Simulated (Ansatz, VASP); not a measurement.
## MgS in VASP and in Ansatz

Contents of POSCAR:

```
MgS
1.0
    0.0000000000      2.3935180000      2.6016500000
    2.3935180000      0.0000000000      2.6016500000
    2.3935180000      2.3935180000      0.0000000000
Mg S
1 1
Direct
    0.0000000000      0.0000000000      0.0000000000
    0.5000000000      0.5000000000      0.5000000000
```

File INCAR.step1:

```
ALGO = Normal
EDIFF = 1E-4
ENCUT = 520
GGA = PE
ISMEAR = 0
LASPH = True
LCHARG = False
LREAL = False
LWAVE = True
NBANDS = 11
NELM = 80
PREC = Accurate
SIGMA = 0.05
```

INCAR.step2

```
ALGO = Normal
EDIFF = 1E-6
ENCUT = 520
ISIF = 2
ISMEAR = 0
ISTART = 1
LASPH = True
LCHARG = False
LMIXTAU = True
LREAL = False
LWAVE = False
METAGGA = R2SCAN
NBANDS = 11
NELM = 80
PREC = Accurate
SIGMA = 0.05
```

Contents of KPOINTS:

```
k-points
0
Gamma
  8 8 8
```

Input for Ansatz:

```yaml
crystal:
  lattice:
    - [0.0, 2.393518, 2.60165]
    - [2.393518, 0.0, 2.60165]
    - [2.393518, 2.393518, 0.0]
  atoms:
    - { symbol: Mg, position: [0.0, 0.0, 0.0] }
    - { symbol: S, position: [0.5, 0.5, 0.5] }
basis:
  ecutwfc: 500
kpoints:
  mp_grid: { grid: [8, 8, 8] }
hamiltonian:
  xc: r2scan
scf:
  occupations: { method: gaussian, width: 0.05 }
output:
  forces: true
  stress: true
  eigenvalues: true
```

Change from the starting cell: strain -0.080 along x and y, +0.000 along z, atoms carried along.

Alike in both runs: task single point; functional r2SCAN; k mesh 8 × 8 × 8; occupations gaussian, width 0.05 eV; no spin polarisation.

|  | VASP | Ansatz |
| --- | --- | --- |
| version | VASP 6.6.1 | Ansatz 0.2.0 |
| potentials or method | VASP PAW PBE potentials, release 64 (Mg, S), cutoff 520 eV | scalar-relativistic, plane waves, PAW |
| valence electrons in the cell | 8 | 16 |

Ansatz gave:

```
gap on the k mesh at the Fermi level (eV)                     : 3.49
least direct gap on the mesh (eV)                             : 5.55
pressure (GPa)                                                : 20.3
traceless stress, the component that is largest in VASP (GPa) : -12.28
```

Question: What did VASP give for the same quantities?

Answer: gap on the k mesh at the Fermi level (eV): 3.47; least direct gap on the mesh (eV): 5.54; pressure (GPa): 19.8; traceless stress, the component that is largest in VASP (GPa): -12.24.

VASP's potentials were made for PBE, not for r2SCAN. VASP's potentials hold 8 valence electrons a cell and Ansatz's 16, so a difference there can come from the potentials and not from the codes.
